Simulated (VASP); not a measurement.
A run of VASP 6.6.1:

The input INCAR:

```
SYSTEM = YS
  PREC = Accurate
  ENCUT = 520
  EDIFF = 1E-6
  ISMEAR = 1
  SIGMA = 0.1
  LREAL = .False.
  LASPH = .True.
  NELM = 100
  ALGO = Normal
  ISIF = 2
  LWAVE = .False.
  LCHARG = .True.
  LELF = .True.
  LVHAR = .True.
  ISYM = 0
  NBANDS = 16
```

The input KPOINTS:

```
Automatic mesh
0
Gamma
  6 6 6
  0.5 0.5 0.5
```

The input POSCAR:

```
YS
1.0
    3.8801070000      0.0000000000      0.0000000000
    1.9400535000      3.3602712314      0.0000000000
    1.9400535000      1.1200904105      3.1680940991
Y S
1 1
Direct
    0.5000000000      0.5000000000      0.5000000000
    0.0000000000      0.0000000000      0.0000000000
```

Potentials or basis: VASP PAW LDA potentials, release 64 (Y_sv, S).

The run is started by

```sh
$ cat potpaw_LDA.64/Y_sv/POTCAR potpaw_LDA.64/S/POTCAR > POTCAR
$ mpirun -np 1 vasp_std > vasp.out
```

Hardware: 1 thread of Intel(R) Xeon(R) Platinum 8259CL CPU @ 2.50GHz (Skylake/Cascade Lake), with other jobs on the host.

Question: Estimate the wall time of this run.

Answer: Run time: 4 min on 1 thread of Intel(R) Xeon(R) Platinum 8259CL CPU @ 2.50GHz (Skylake/Cascade Lake), with other jobs on the host, peak memory 0.41 GiB. Counts: scf iterations 13, k points 432.
